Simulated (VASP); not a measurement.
ZrO2, 3 atoms in the cell. The structure is cubic, space group Fm-3m (No. 225). Conventional cell: a = 5.029 Å, b = 5.029 Å, c = 5.029 Å, α = 90.00°, β = 90.00°, γ = 90.00°. Zr (site symmetry m-3m) has 8 O at 2.18 Å within 2.9 Å. O (site symmetry -43m) has 4 Zr at 2.18 Å and 6 O at 2.51 Å within 2.9 Å. 

* Program: VASP 6.6.1
* Task: single point
* Functional: LDA
* Potentials or basis: VASP PAW LDA potentials, release 64 (Zr_sv, O)
* Cutoff: 600 eV
* k mesh: 6 × 6 × 6
* Occupations: gaussian, width 0.1 eV
* Spin: no spin polarisation
* Dipole correction: no
* Further INCAR settings: ALGO = Normal; EDIFF = 1e-06; NBANDS = 19

Potentials or basis: VASP PAW LDA potentials, release 64 (Zr_sv, O).

Run with:

```bash
$ cat potpaw_LDA.64/Zr_sv/POTCAR potpaw_LDA.64/O/POTCAR > POTCAR
$ mpirun -np 1 vasp_std > vasp.out
```

Hardware: 1 thread of Intel(R) Xeon(R) 6975P-C (Granite Rapids) (shared host).

Q: Estimate the wall time of this run.

A: Wall time 6.5 s on 1 thread of Intel(R) Xeon(R) 6975P-C (Granite Rapids), with other jobs on the host, peak memory 0.14 GiB. Counts: scf iterations 14, k points 16.
